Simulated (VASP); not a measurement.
Input of a VASP 6.6.1 run:

File POSCAR:

```
Sn
1.0
    0.0000000000      3.2827229177      3.2827229177
    3.2827229177      0.0000000000      3.2827229177
    3.2827229177      3.2827229177      0.0000000000
Sn
2
Direct
    0.0000000000      0.0000000000      0.0000000000
    0.2500000000      0.2500000000      0.2500000000
```

Contents of INCAR.step1:

```
SYSTEM = Sn
ALGO = Normal
EDIFF = 1E-4
ENCUT = 520
GGA = PE
ISMEAR = 0
LASPH = .True.
LCHARG = .False.
LREAL = .False.
LWAVE = .True.
NBANDS = 21
NELM = 100
PREC = Accurate
SIGMA = 0.05
```

Contents of INCAR.step2:

```
SYSTEM = Sn
ALGO = Normal
EDIFF = 1E-6
ENCUT = 520
ISIF = 2
ISMEAR = 0
ISTART = 1
LASPH = .True.
LCHARG = .False.
LMIXTAU = .True.
LREAL = .False.
LWAVE = .False.
METAGGA = R2SCAN
NBANDS = 21
NELM = 100
PREC = Accurate
SIGMA = 0.05
```

KPOINTS

```
k-points
0
Gamma
  12 12 12
  0 0 0
```

Potentials or basis: VASP PAW PBE potentials, release 64 (Sn_d).

Command:

```sh
$ cat potpaw_PBE.64/Sn_d/POTCAR > POTCAR
$ cp INCAR.step1 INCAR
$ mpirun -np 1 vasp_std > vasp.out
$ cp INCAR.step2 INCAR
$ mpirun -np 1 vasp_std > vasp.out
```

(1) Estimate the pressure.

(2) What does it give for the band gap on the k mesh?

## Answers

(1) 0.0 GPa.

(2) zero (filled and empty bands touch).

Caveat: the PAW data sets were made with another functional, which shifts forces and pressure a little; spin-orbit coupling is left out, which moves the levels of the heavy elements.
